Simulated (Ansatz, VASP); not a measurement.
# Si2W: VASP beside Ansatz

```
W Si
1.0
     3.82825    0.00000    0.00000
    -1.91413    3.31537    0.00000
     0.00000    0.00000    2.40869
W Si
1 2
Direct
  0.00000 0.00000 0.00000
  0.33333 0.66667 0.50000
  0.66667 0.33333 0.50000
```

Change from the starting cell: volume scaled by 0.72, LAPW.

Alike in both runs: task single point; functional PBE; k mesh 10 × 10 × 8; occupations fermi-dirac, width 0.1 eV; no spin polarisation.

```csv
,VASP,Ansatz
version,VASP 6.6.1,Ansatz 0.2.0
potentials or method,"VASP PAW PBE potentials, release 64 (W_sv, Si), cutoff 520 eV","all-electron LAPW, scalar-relativistic"
```

VASP gave:

```
pressure (GPa)                                                : 121.6
traceless stress, the component that is largest in VASP (GPa) : 0.85
```

**Question.** Which values does Ansatz return?

**Answer.** Pressure (GPa): 120.5; traceless stress, the component that is largest in VASP (GPa): -0.01.

Both programs put the cell under a high pressure, so it lies far from rest at this level. Ansatz ran all-electron here, and VASP with PAW potentials.

Neither program's run includes spin-orbit coupling. Noted on VASP's run: the cell as given lies far from equilibrium.
